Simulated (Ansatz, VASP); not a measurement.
## One calculation of Ir, two programs

```
Ir
1.0
     0.00000    1.92471    1.92471
     1.92471    0.00000    1.92471
     1.92471    1.92471    0.00000
Ir
1
Direct
  0.00000 0.00000 0.00000
```

Alike in both runs: functional r2SCAN; k mesh 8 × 8 × 8; occupations gaussian, width 0.1 eV; no spin polarisation.

Ansatz relaxed the structure, and its values are those at the end. VASP's run is a single point on that final structure, the one shown.

|  | VASP | Ansatz |
| --- | --- | --- |
| version | VASP 6.6.1 | Ansatz 0.2.0 |
| potentials or method | VASP PAW PBE potentials, release 64 (Ir_sv_GW), cutoff 620 eV | scalar-relativistic, plane waves, PAW |
| valence electrons in the cell | 17 | 17 |

VASP gave:

* gap on the k mesh at the Fermi level (eV): none
* pressure (GPa): -1.1

Task: What did Ansatz give for the same quantities?

Result: gap on the k mesh at the Fermi level (eV): none; pressure (GPa): -0.1.

VASP's potentials were made for PBE, not for r2SCAN. A gap of «none» marks a metal or a gap that the smearing closes.

Spin-orbit coupling is off throughout.
